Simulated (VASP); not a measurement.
# H3ClO in VASP: single point with PBE+D3(BJ)

Aim: the single point of H3ClO with PBE+D3(BJ).

Everything below comes from runs of VASP 6.6.1. Logs are shortened: lines on timing, memory, paths and dates and some standing lists are left out, and cuts for length are marked.

## (1) The cell of the first run

The cell holds a disordered packing, 20 atoms: a = 6.631 Å, b = 6.631 Å, c = 6.631 Å, α = 90.00°, β = 90.00°, γ = 90.00°.

## (2) Single point, PBE+D3(BJ)

The input, INCAR:

```
SYSTEM = H3ClO
PREC     = Accurate       ! precision mode
ENCUT    = 1000           ! plane-wave cutoff, eV
EDIFF    = 1E-6           ! SCF threshold, eV
ISMEAR   = -1             ! smearing method
SIGMA    = 0.02           ! smearing width, eV
LREAL    = Auto         
LASPH    = .TRUE.         ! aspherical terms in the spheres
NELM     = 120            ! most SCF steps
ALGO     = Normal         ! electronic algorithm
ISIF     = 2              ! what is computed and relaxed
LWAVE    = .FALSE.        ! write WAVECAR
LCHARG   = .TRUE.         ! write CHGCAR
GGA      = PE             ! functional
IVDW     = 12             ! dispersion correction
LELF     = .TRUE.         ! ELF
LVHAR    = .TRUE.       
NBANDS   = 48             ! bands
GGA_COMPAT= .FALSE.
```

The input, KPOINTS:

```
regular mesh
0
G
  1 1 1
  0 0 0
```

The input, POSCAR:

```
H3ClO
1.0
    6.6312570000      0.0000000000      0.0000000000
    0.0000000000      6.6312570000      0.0000000000
    0.0000000000      0.0000000000      6.6312570000
O H Cl
4 12 4
Direct
    0.8267944496      1.0162717569      0.1199836244
    0.3588215697      0.2941318538      0.3425147002
    0.2289134319      0.1149748875      0.0161825060
    0.0538728125      0.7484998972      0.8657462709
    0.8492316141      0.8787771408      0.0684587807
    0.7392845928      1.0041085149      0.2391937521
    0.4433939922      0.3990852450      0.2809314391
    0.3225474853      0.2052091519      0.2224108137
    0.0871681909      0.1152117454      0.0589533882
    0.2386078597     -0.0201143825     -0.0444917940
    0.0432259135      0.7094726172      0.7236933839
    0.1186243445      0.6324121670      0.9284053740
    0.7508833638      0.1391144993      0.9463313921
    1.1863226526      0.4052126397      0.3766758219
    0.5008511309      1.0342967550      0.5923707488
    0.6006188597      0.4875097038      0.9277911390
    0.7162796402      0.2570809087      0.7770399436
    1.0091580911      0.5276781459      0.3982034147
    0.4901566296      0.8518108725      0.5170256374
    0.5400627756      0.6304404799      1.0593116633
```

Potentials or basis: VASP PAW PBE potentials, release 64 (O_h, H_h, Cl).

Run with:

```sh
cat potpaw_PBE.64/O_h/POTCAR potpaw_PBE.64/H_h/POTCAR potpaw_PBE.64/Cl/POTCAR > POTCAR
mpirun -np 1 vasp_gam > vasp.out
```

OUTCAR:

```text
SYSTEM = H3ClO
   PREC = Accurate
   ENCUT = 1000
   EDIFF = 1E-6
   ISMEAR = -1
   LREAL = Auto
   LASPH = .TRUE.
   NELM = 120
   ISIF = 2
   GGA = PE
   IVDW = 12
 IVDW          = 12

 ion  position               nearest neighbor table
   1  0.827  0.016  0.120-   6 0.98   5 0.98
   2  0.359  0.294  0.343-   7 0.98   8 1.02
   3  0.229  0.115  0.016-   9 0.98  10 0.98
   4  0.054  0.748  0.866-  12 0.97  11 0.98
   5  0.849  0.879  0.068-   1 0.98
   6  0.739  0.004  0.239-   1 0.98
   7  0.443  0.399  0.281-   2 0.98
   8  0.323  0.205  0.222-   2 1.02
   9  0.087  0.115  0.059-   3 0.98
  10  0.239  0.980  0.956-   3 0.98
[... 8 lines left out ...]
  19  0.490  0.852  0.517-  15 1.31
  20  0.540  0.630  0.059-  16 1.35

  LATTYP: Found a simple cubic cell.
 ALAT       =     6.6312570000

  Lattice vectors:

 A1 = (   6.6312570000,   0.0000000000,   0.0000000000)
 A2 = (   0.0000000000,   6.6312570000,   0.0000000000)
 A3 = (   0.0000000000,   0.0000000000,   6.6312570000)

Analysis of symmetry for initial positions (statically):
=====================================================================
 Subroutine PRICEL returns:
 Original cell was already a primitive cell.

 Routine SETGRP: Setting up the symmetry group for a
 simple cubic supercell.

 Subroutine GETGRP returns: Found  1 space group operations
 (whereof  1 operations were pure point group operations)
 out of a pool of 48 trial point group operations.

The static configuration has the point symmetry C_1 .

Analysis of symmetry for dynamics (positions and initial velocities):
=====================================================================
 Subroutine PRICEL returns:
 Original cell was already a primitive cell.

 Routine SETGRP: Setting up the symmetry group for a
 simple cubic supercell.

 Subroutine GETGRP returns: Found  1 space group operations
 (whereof  1 operations were pure point group operations)
 out of a pool of 48 trial point group operations.

The dynamic configuration has the point symmetry C_1 .

 Subroutine INISYM returns: Found  1 space group operations
 (whereof  1 operations are pure point group operations),
 and found     1 'primitive' translations

----------------------------------------------------------------------------------------

                                     Primitive cell
[... 106 lines left out ...]
   NSW    =      0    number of steps for IOM
   IBRION =     -1    ionic relax: 0-MD 1-quasi-New 2-CG
   NFREE  =      0    steps in history (QN), initial steepest desc. (CG)
   ISIF   =      2    stress and relaxation
   ISYM   =      2    0-nonsym 1-usesym 2-fastsym
   POTIM  = 0.5000    time-step for ionic-motion
   TEBEG  =    0.0;   TEEND  =   0.0 temperature during run
   PSTRESS=    0.0 pullay stress
   NELECT =      64.0000    total number of electrons
   NUPDOWN=      -1.0000    fix difference up-down
   EMIN   =  10.00;   EMAX   =-10.00  energy-range for DOS
   EFERMI =   0.00;   METHOD = LEGACY
   ISMEAR =    -1;   SIGMA  =   0.02  broadening in eV -4-tet -1-fermi 0-gaus
   EFERMI_NEDOS =   21; number of points for ismear=-14 and -15
   IALGO  =     38    algorithm
   IMIX   =      4    mixing-type and parameters
     AMIX     =   0.40;   BMIX     =  1.00
     AMIX_MAG =   1.60;   BMIX_MAG =  1.00
  volume/ion in A,a.u.               =      14.58        98.39
  Fermi-wavevector in a.u.,A,eV,Ry     =   0.987504  1.866112 13.267920  0.975165
  Thomas-Fermi vector in A             =   2.118963
   LORBIT       =      0    0 simple, 1 ext, 2 COOP (PROOUT), +10 PAW based schemes
   GGA     = PE    functional components
   LHFCALC =     F    Hartree Fock is set to
   AEXX    =    0.0000 exact exchange contribution
   IVDW    =    12    specifies the selected vdW correction
   LEPSILON=     F    determine dielectric tensor
   LRPA    =     F    only Hartree local field effects (RPA)
 non-spin polarized calculation
  energy-cutoff  :     1000.00
  volume of cell :      291.60
 maximum number of plane-waves:     10432
 NGX is ok and might be reduce to    70
   NGX = 35   NGY = 35   NGZ = 35

 number of electron      63.9999998 magnetization

 Free energy of the ion-electron system (eV)
  ---------------------------------------------------
  ext. energy  EPLUGINS =         0.00000000
  ---------------------------------------------------
  free energy    TOTEN  =       -83.64337909 eV

  energy without entropy =      -83.64337909  energy(sigma->0) =      -83.64337909

 E-fermi :  -2.2015     XC(G=0):  -6.7632

 val. band max:       -2.7375883170   @ k =   0.0000   0.0000   0.0000
 cond. band min:       2.2158373820   @ k =   0.0000   0.0000   0.0000
 fundamental gap:      4.9534256990
 Fermi energy:        -2.2015266404

 k-point     1 :       0.0000    0.0000    0.0000
  band No.  band energies     occupation
      1     -22.5178      2.00000
      2     -21.9319      2.00000
      3     -21.4227      2.00000
      4     -21.1942      2.00000
      5     -17.1105      2.00000
      6     -16.7856      2.00000
[... 36 lines left out ...]
     43       6.8338      0.00000
     44       7.0142      0.00000
 [bands above 44 left out]

------------------------ aborting loop because EDIFF is reached ----------------------------------------

 Edisp (eV)   -1.00098

 E8    (eV) :    -0.2584

  FORCE on cell =-STRESS in cart. coord.  units (eV):
  Direction    XX          YY          ZZ          XY          YZ          ZX
  --------------------------------------------------------------------------------------
  -------------------------------------------------------------------------------------
  Total       0.42558    -0.31885    -1.17709     0.40787    -0.54525     0.40579
  in kB       2.33830    -1.75190    -6.46743     2.24102    -2.99584     2.22959
  external pressure =       -1.96 kB  Pullay stress =        0.00 kB

 VOLUME and BASIS-vectors are now :
 -----------------------------------------------------------------------------
  energy-cutoff  :     1000.00
  volume of cell :      291.60
      direct lattice vectors                 reciprocal lattice vectors
     6.631257000  0.000000000  0.000000000     0.150800972  0.000000000  0.000000000
     0.000000000  6.631257000  0.000000000     0.000000000  0.150800972  0.000000000
     0.000000000  0.000000000  6.631257000     0.000000000  0.000000000  0.150800972

 POSITION                                       TOTAL-FORCE (eV/Angst)
 -----------------------------------------------------------------------------------
      5.48269      0.10790      0.79564        -0.203486     -0.019308      0.226826
      2.37944      1.95046      2.27130        -0.020835     -0.067726     -0.203151
      1.51798      0.76243      0.10731        -0.170288     -0.190464      0.008994
      0.35724      4.96350      5.74099         0.078221     -0.062135     -0.014760
      5.63147      5.82740      0.45397         0.019525      0.012387     -0.051926
      4.90239      0.02724      1.58616         0.176316     -0.049634     -0.250123
[... 12 lines left out ...]
      3.25035      5.64858      3.42853         0.051340      0.336270      0.106838
      3.58130      4.18061      0.39331        -0.020671     -0.255543     -0.221918
 -----------------------------------------------------------------------------------
    total drift:                               -0.001121     -0.001292      0.003290

  FREE ENERGIE OF THE ION-ELECTRON SYSTEM (eV)
  ---------------------------------------------------
  free  energy   TOTEN  =       -84.6443588737 eV

  energy  without entropy=      -84.6443588737  energy(sigma->0) =      -84.64435887
```

stdout:

```text
POSCAR found type information on POSCAR O H Cl
 POSCAR found :  3 types and      20 ions
 scaLAPACK will be used
 LDA part: xc-table for (Slater+PW92), standard interpolation
 POSCAR, INCAR and KPOINTS ok, starting setup
 FFT: planning ... GRIDC
 FFT: planning ... GRID_SOFT
 FFT: planning ... GRID
 WAVECAR not read
 entering main loop
```

Run time: 53 s. Hardware: 1 thread of AMD EPYC 9R45 (Zen 5), shared host; peak memory 0.62 GiB.

What came out:

```
Free energy                : -84.6444 eV
Pressure                   : -0.2 GPa
Largest force              : 0.357 eV/Å
Dispersion energy per atom : -0.050 eV
```

Forces on the atoms (eV/Å):
```
O   -0.203 -0.019  0.227
O   -0.021 -0.068 -0.203
O   -0.170 -0.190  0.009
O    0.078 -0.062 -0.015
H    0.020  0.012 -0.052
H    0.176 -0.050 -0.250
H    0.070  0.015  0.016
H    0.034  0.071  0.154
H    0.135  0.056 -0.006
H    0.030  0.168  0.037
H   -0.052  0.023  0.013
H   -0.059  0.058  0.026
H   -0.002 -0.034  0.046
H    0.117 -0.109  0.033
H    0.002 -0.317 -0.102
H   -0.040  0.200  0.244
Cl   0.004  0.033 -0.075
Cl  -0.149  0.131  0.014
Cl   0.051  0.336  0.107
Cl  -0.021 -0.256 -0.222
```

Stress tensor (GPa, compression positive):
```
 0.23  0.22  0.22
 0.22 -0.18 -0.30
 0.22 -0.30 -0.65
```

Caveat: the k points lie up to 0.95 Å⁻¹ apart, too coarse for converged energies, forces and pressures.
